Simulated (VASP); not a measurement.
# Rb2PdO2 (I4/mmm) in VASP: single point with PBE

Aim: the single point of Rb2PdO2 with PBE.

All numbers are computed with VASP 6.6.1; they aren't measurements. Logs are shortened: lines on timing, memory, paths and dates and some standing lists are left out, and cuts for length are marked.

## Step 1: The cell of the first run

The structure is tetragonal, space group I4/mmm (No. 139). The conventional cell has a = 4.183 Å, b = 4.183 Å, c = 13.200 Å, α = 90.00°, β = 90.00°, γ = 90.00°. Rb (site symmetry 4mm) has 5 O at 2.87 to 2.98 Å and 4 Pd at 3.60 Å and 4 Rb at 3.88 Å within 3.9 Å. Within 2.2 Å of O (site symmetry 4mm) lie 1 Pd at 1.68 Å. Pd (site symmetry 4/mmm) has 2 O at 1.68 Å within 2.2 Å.

## Step 2: Single point, PBE

INCAR reads:

```
SYSTEM = Rb2PdO2
PREC = Accurate
ENCUT = 520
EDIFF = 1E-7
ISMEAR = -1
SIGMA = 0.0134
LREAL = .False.
LASPH = .True.
NELM = 100
ALGO = Normal
ISIF = 2
LWAVE = .False.
LCHARG = .False.
GGA = PE
NBANDS = 28
```

KPOINTS reads:

```
Automatic mesh
0
Gamma
  9 9 9
  0 0 0
```

POSCAR reads:

```
Rb2PdO2
1.0
    0.0000000000      4.1830800000      0.0000000000
    4.1830800000      0.0000000000      0.0000000000
    2.0915400000      2.0915400000     -6.5999480000
Rb O Pd
2 2 1
Direct
    0.3451000000      0.3451000000      0.3098000000
    0.6549000000      0.6549000000      0.6902000000
    0.1273000000      0.1273000000      0.7454000000
    0.8727000000      0.8727000000      0.2546000000
    0.0000000000      0.0000000000      0.0000000000
```

Potentials or basis: VASP PAW PBE potentials, release 64 (Rb_sv, O, Pd).

The run is started by

```bash
$ cat potpaw_PBE.64/Rb_sv/POTCAR potpaw_PBE.64/O/POTCAR potpaw_PBE.64/Pd/POTCAR > POTCAR
$ mpirun -np 1 vasp_std > vasp.out
```

OUTCAR:

```text
SYSTEM = Rb2PdO2
   PREC = Accurate
   ENCUT = 520
   EDIFF = 1E-7
   ISMEAR = -1
   LREAL = .False.
   LASPH = .True.
   NELM = 100
   ISIF = 2
   GGA = PE

 ion  position               nearest neighbor table
   1  0.345  0.345  0.310-   3 2.87   4 2.98   4 2.98   4 2.98   4 2.98   5 3.60   5 3.60   5 3.60
                             5 3.60   2 3.88   2 3.88   2 3.88   2 3.88   2 4.09   5 4.56
   2  0.655  0.655  0.690-   4 2.87   3 2.98   3 2.98   3 2.98   3 2.98   5 3.60   5 3.60   5 3.60
                             5 3.60   1 3.88   1 3.88   1 3.88   1 3.88   1 4.09   5 4.56
   3  0.127  0.127  0.745-   5 1.68   1 2.87   2 2.98   2 2.98   2 2.98   2 2.98
   4  0.873  0.873  0.255-   5 1.68   2 2.87   1 2.98   1 2.98   1 2.98   1 2.98
   5  0.000  0.000  0.000-   3 1.68   4 1.68   2 3.60   1 3.60   2 3.60   1 3.60   1 3.60   2 3.60
                             2 3.60   1 3.60   1 4.56   2 4.56

  LATTYP: Found a body centered tetragonal cell.
 ALAT       =     4.1830800000
 C/A-ratio  =     3.1555447182

  Lattice vectors:

 A1 = (  -2.0915400000,   2.0915400000,   6.5999480000)
 A2 = (   2.0915400000,  -2.0915400000,   6.5999480000)
 A3 = (   2.0915400000,   2.0915400000,  -6.5999480000)

Analysis of symmetry for initial positions (statically):
=====================================================================
 Subroutine PRICEL returns:
 Original cell was already a primitive cell.

 Routine SETGRP: Setting up the symmetry group for a
 body centered tetragonal supercell.

 Subroutine GETGRP returns: Found 16 space group operations
 (whereof 16 operations were pure point group operations)
 out of a pool of 16 trial point group operations.

The static configuration has the point symmetry D_4h.

Analysis of symmetry for dynamics (positions and initial velocities):
=====================================================================
 Subroutine PRICEL returns:
 Original cell was already a primitive cell.

 Routine SETGRP: Setting up the symmetry group for a
 body centered tetragonal supercell.

 Subroutine GETGRP returns: Found 16 space group operations
 (whereof 16 operations were pure point group operations)
 out of a pool of 16 trial point group operations.

The dynamic configuration has the point symmetry D_4h.

 Subroutine INISYM returns: Found 16 space group operations
 (whereof 16 operations are pure point group operations),
 and found     1 'primitive' translations

----------------------------------------------------------------------------------------

                                     Primitive cell

  volume of cell :     115.4869

  direct lattice vectors                    reciprocal lattice vectors
     0.000000000  4.183080000  0.000000000     0.000000000  0.239058302  0.075758173
     4.183080000  0.000000000  0.000000000     0.239058302  0.000000000  0.075758173
     2.091540000  2.091540000 -6.599948000     0.000000000  0.000000000 -0.151516345

  length of vectors
     4.183080000  4.183080000  7.232454130     0.250775143  0.250775143  0.151516345

  position of ions in fractional coordinates (direct lattice)
     0.345100000  0.345100000  0.309800000
     0.654900000  0.654900000  0.690200000
     0.127300000  0.127300000  0.745400000
     0.872700000  0.872700000  0.254600000
     0.000000000  0.000000000  0.000000000

  ion indices of the primitive-cell ions
   primitive index   ion index
                 1           1
                 2           2
                 3           3
                 4           4
                 5           5

----------------------------------------------------------------------------------------

 KPOINTS: Automatic mesh

Automatic generation of k-mesh.
 Grid dimensions read from file:
 generate k-points for:    9    9    9

 Generating k-lattice:

  Cartesian coordinates                     Fractional coordinates (reciprocal lattice)
     0.000000000  0.026562034  0.008417575     0.111111111  0.000000000  0.000000000
     0.026562034  0.000000000  0.008417575     0.000000000  0.111111111  0.000000000
     0.000000000  0.000000000 -0.016835149     0.000000000  0.000000000  0.111111111

  Length of vectors
     0.027863905  0.027863905  0.016835149

  Shift w.r.t. Gamma in fractional coordinates (k-lattice)
     0.000000000  0.000000000  0.000000000

 Subroutine IBZKPT returns following result:
 ===========================================

 Found     75 irreducible k-points:

 Following reciprocal coordinates:
            Coordinates               Weight
  0.000000  0.000000  0.000000      1.000000
  0.111111  0.000000  0.000000      8.000000
  0.222222  0.000000  0.000000      8.000000
  0.333333  0.000000  0.000000      8.000000
  0.444444  0.000000  0.000000      8.000000
  0.111111  0.111111  0.000000      8.000000
[... 16 lines left out ...]
 -0.333333  0.333333  0.000000      4.000000
  0.444444  0.444444  0.000000      8.000000
 [... further k-points ...]
   k-points           NKPTS =     75   k-points in BZ     NKDIM =     75   number of bands    NBANDS=     28
   number of dos      NEDOS =    301   number of ions     NIONS =      5
   total plane-waves  NPLWV =  55296
   dimension x,y,z NGX =    32 NGY =   32 NGZ =   54
   dimension x,y,z NGXF=    64 NGYF=   64 NGZF=  108
   ions per type =               2   2   1
   NGX,Y,Z   is equivalent  to a cutoff of  12.72, 12.72, 12.41 a.u.
   NGXF,Y,Z  is equivalent  to a cutoff of  25.44, 25.44, 24.82 a.u.
 SYSTEM =  Rb2PdO2
   PREC   = accura    normal or accurate (medium, high low for compatibility)
   ISTART =      0    job   : 0-new  1-cont  2-samecut
   ICHARG =      2    charge: 1-file 2-atom 10-const
   ISPIN  =      1    spin polarized calculation?
   LNONCOLLINEAR =      F non collinear calculations
   LSORBIT =      F    spin-orbit coupling
   LASPH  =      T    aspherical Exc in radial PAW
   ENCUT  =  520.0 eV  38.22 Ry    6.18 a.u.   7.78  7.78 13.45*2*pi/ulx,y,z
   NELM   =    100;   NELMIN=  2; NELMDL= -5     # of ELM steps
   EDIFF  = 0.1E-06   stopping-criterion for ELM
   LREAL  =      F    real-space projection
   EDIFFG = 0.1E-05   stopping-criterion for IOM
   NSW    =      0    number of steps for IOM
   IBRION =     -1    ionic relax: 0-MD 1-quasi-New 2-CG
   NFREE  =      0    steps in history (QN), initial steepest desc. (CG)
   ISIF   =      2    stress and relaxation
   ISYM   =      2    0-nonsym 1-usesym 2-fastsym
   POTIM  = 0.5000    time-step for ionic-motion
   TEBEG  =    0.0;   TEEND  =   0.0 temperature during run
   PSTRESS=    0.0 pullay stress
   NELECT =      40.0000    total number of electrons
   NUPDOWN=      -1.0000    fix difference up-down
   EMIN   =  10.00;   EMAX   =-10.00  energy-range for DOS
   EFERMI =   0.00;   METHOD = LEGACY
   ISMEAR =    -1;   SIGMA  =   0.01  broadening in eV -4-tet -1-fermi 0-gaus
   EFERMI_NEDOS =   21; number of points for ismear=-14 and -15
   IALGO  =     38    algorithm
   IMIX   =      4    mixing-type and parameters
     AMIX     =   0.40;   BMIX     =  1.00
     AMIX_MAG =   1.60;   BMIX_MAG =  1.00
  volume/ion in A,a.u.               =      23.10       155.87
  Fermi-wavevector in a.u.,A,eV,Ry     =   1.149698  2.172615 17.984264  1.321806
  Thomas-Fermi vector in A             =   2.286366
   LORBIT       =      0    0 simple, 1 ext, 2 COOP (PROOUT), +10 PAW based schemes
   GGA     = PE    functional components
   LHFCALC =     F    Hartree Fock is set to
   AEXX    =    0.0000 exact exchange contribution
   IVDW    =     0    specifies the selected vdW correction
   LEPSILON=     F    determine dielectric tensor
   LRPA    =     F    only Hartree local field effects (RPA)
 non-spin polarized calculation
  energy-cutoff  :      520.00
  volume of cell :      115.49
 maximum number of plane-waves:      3127
   NGX = 15   NGY = 15   NGZ = 27

 number of electron      40.0000007 magnetization

 Free energy of the ion-electron system (eV)
  ---------------------------------------------------
  ext. energy  EPLUGINS =         0.00000000
  ---------------------------------------------------
  free energy    TOTEN  =       -19.94680226 eV

  energy without entropy =      -19.93746992  energy(sigma->0) =      -19.94213609

 E-fermi :   2.1767     XC(G=0):  -8.6667

 val. band max:        2.1758173863   @ k =  -0.4444   0.3333  -0.0000
 cond. band min:       2.1776580949   @ k =  -0.4444   0.3333   0.1111
 fundamental gap:      0.0018407086
 Fermi energy:         2.1767006591

 k-point     1 :       0.0000    0.0000    0.0000
  band No.  band energies     occupation
      1     -24.7886      2.00000
      2     -24.6909      2.00000
      3     -16.9672      2.00000
      4     -15.6847      2.00000
      5      -9.2726      2.00000
      6      -8.9053      2.00000
[... 20 lines left out ...]
     27       8.8004      0.00000
     28       8.8004      0.00000

 k-point     2 :       0.1111    0.0000    0.0000
  band No.  band energies     occupation
      1     -24.7832      2.00000
      2     -24.6914      2.00000
      3     -16.9723      2.00000
      4     -15.6882      2.00000
      5      -9.2590      2.00000
      6      -8.9156      2.00000
[... 20 lines left out ...]
     27       8.7146      0.00000
     28       8.8221      0.00000

 k-point     3 :       0.2222    0.0000    0.0000
  band No.  band energies     occupation
      1     -24.7684      2.00000
      2     -24.6935      2.00000
      3     -16.9852      2.00000
      4     -15.6971      2.00000
      5      -9.2237      2.00000
      6      -8.9488      2.00000
[... 20 lines left out ...]
     27       8.7091      0.00000
     28       8.9482      0.00000

 k-point     4 :       0.3333    0.0000    0.0000
  band No.  band energies     occupation
      1     -24.7484      2.00000
      2     -24.6990      2.00000
      3     -17.0002      2.00000
      4     -15.7073      2.00000
      5      -9.1784      2.00000
      6      -9.0067      2.00000
[... 578 lines left out ...]
     27       8.7425      0.00000
     28       8.9803      0.00000

 k-point    23 :      -0.3333    0.3333    0.0000
  band No.  band energies     occupation
      1     -24.7260      2.00000
      2     -24.6940      2.00000
      3     -16.9875      2.00000
      4     -15.6881      2.00000
      5      -9.1825      2.00000
      6      -9.1702      2.00000
[... 20 lines left out ...]
     27       9.1061      0.00000
     28       9.2322      0.00000

 k-point    24 :       0.4444    0.4444    0.0000
  band No.  band energies     occupation
      1     -24.7060      2.00000
      2     -24.6982      2.00000
      3     -16.9804      2.00000
      4     -15.6685      2.00000
      5      -9.2647      2.00000
      6      -9.2415      2.00000
[... 20 lines left out ...]
     27       8.4442      0.00000
     28       8.9802      0.00000

 [... further k-points ...]
[... 5 lines left out ...]
  --------------------------------------------------------------------------------------
  -------------------------------------------------------------------------------------
  Total        0.7578143      0.7578143     24.3608524      0.0000000      0.0000000      0.0000000
  in kB       10.5133352     10.5133352    337.9638182      0.0000000      0.0000000      0.0000000
  external PRESSURE =     119.6634962 kB  Pullay stress =       0.0000000 kB

 VOLUME and BASIS-vectors are now :
 -----------------------------------------------------------------------------
  energy-cutoff  :      520.00
  volume of cell :      115.49
      direct lattice vectors                 reciprocal lattice vectors
     0.000000000  4.183080000  0.000000000     0.000000000  0.239058302  0.075758173
     4.183080000  0.000000000  0.000000000     0.239058302  0.000000000  0.075758173
     2.091540000  2.091540000 -6.599948000     0.000000000  0.000000000 -0.151516345

 POSITION                                       TOTAL-FORCE (eV/Angst)
 -----------------------------------------------------------------------------------
      2.09154      2.09154     -2.04466         0.000000      0.000000      0.205611
      4.18308      4.18308     -4.55528        -0.000000     -0.000000     -0.205611
      2.09154      2.09154     -4.91960         0.000000      0.000000      7.085541
      4.18308      4.18308     -1.68035         0.000000      0.000000     -7.085541
      0.00000      0.00000      0.00000         0.000000      0.000000      0.000000
 -----------------------------------------------------------------------------------
    total drift:                                0.000000      0.000000     -0.000000

  FREE ENERGIE OF THE ION-ELECTRON SYSTEM (eV)
  ---------------------------------------------------
  free  energy   TOTEN  =       -19.9468022627 eV

  energy  without entropy=      -19.9374699175  energy(sigma->0) =      -19.94213609
```

It took 2.9 min on 1 thread of Intel Xeon Platinum 8259CL at 2.50GHz (Skylake/Cascade Lake), shared host; peak memory 0.38 GiB.

Results:

```
Free energy            : -19.9468 eV
Pressure               : 12.0 GPa
Largest force          : 7.086 eV/Å
Band gap on the k mesh : zero (bands 20 and 21 overlap by 0.17 eV)
```

Forces in eV/Å, atoms in the order of the input:
```
Rb   0.000  0.000  0.206
Rb   0.000  0.000 -0.206
O    0.000  0.000  7.086
O    0.000  0.000 -7.086
Pd   0.000  0.000  0.000
```

Caveat: the cell stands under pressure; forces of over 1 eV/Å act on the atoms, so gaps and moduli don't describe the material at rest.
